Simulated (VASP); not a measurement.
Write the native input for VASP 6.6.1 that does the following.

```
Task                   : single point
Functional             : PBE
Potentials or basis    : VASP PAW PBE potentials, release 64 (Rb_sv, Nb_sv)
Cutoff                 : 520 eV
k mesh                 : 6 × 6 × 6
Occupations            : gaussian, width 0.1 eV
Spin                   : no spin polarisation
Dipole correction      : no
Further INCAR settings : ALGO = Fast; EDIFF = 1e-06; NBANDS = 22
```

The structure of Rb2Nb lies in POSCAR:

```
Rb2Nb
1.0
   -2.5052548209      2.5052548209      4.1088755160
    2.5052548209     -2.5052548209      4.1088755160
    2.5052548209      2.5052548209     -4.1088755160
Rb Nb
2 1
Direct
    0.5930000000      0.5930000000      0.0000000000
    0.4070000000      0.4070000000      0.0000000000
    0.0000000000      0.0000000000      0.0000000000
```

These files were run (other wordings do the same):

INCAR

```
SYSTEM = Rb2Nb
PREC = Accurate
ENCUT = 520
EDIFF = 1E-6
ISMEAR = 0
SIGMA = 0.1
LREAL = .FALSE.
LASPH = .TRUE.
NELM = 80
ALGO = Fast
ISIF = 2
LWAVE = .FALSE.
LCHARG = .FALSE.
GGA = PE
NBANDS = 22
```

KPOINTS

```
Automatic mesh
0
G
  6 6 6
  0 0 0
```

Potentials or basis: VASP PAW PBE potentials, release 64 (Rb_sv, Nb_sv).

The run is started by

```sh
$ cat potpaw_PBE.64/Rb_sv/POTCAR potpaw_PBE.64/Nb_sv/POTCAR > POTCAR
$ mpirun -np 1 vasp_std > vasp.out
```

It gave:

```yaml
Pressure: 80.5 GPa
Largest_force: 108.835 eV/Å
Band_gap_on_the_k_mesh: zero (an odd number of electrons rules out a gap without spin polarisation)
```

Caveat: atoms lie so close that the PAW spheres overlap strongly, which falsifies energies and pressures; the cell stands under pressure; forces of over 1 eV/Å act on the atoms, so gaps and moduli don't describe the material at rest.

Wall time 2.8 min on 1 thread of Intel(R) Xeon(R) 6975P-C (Granite Rapids) (shared host), peak memory 0.28 GiB.
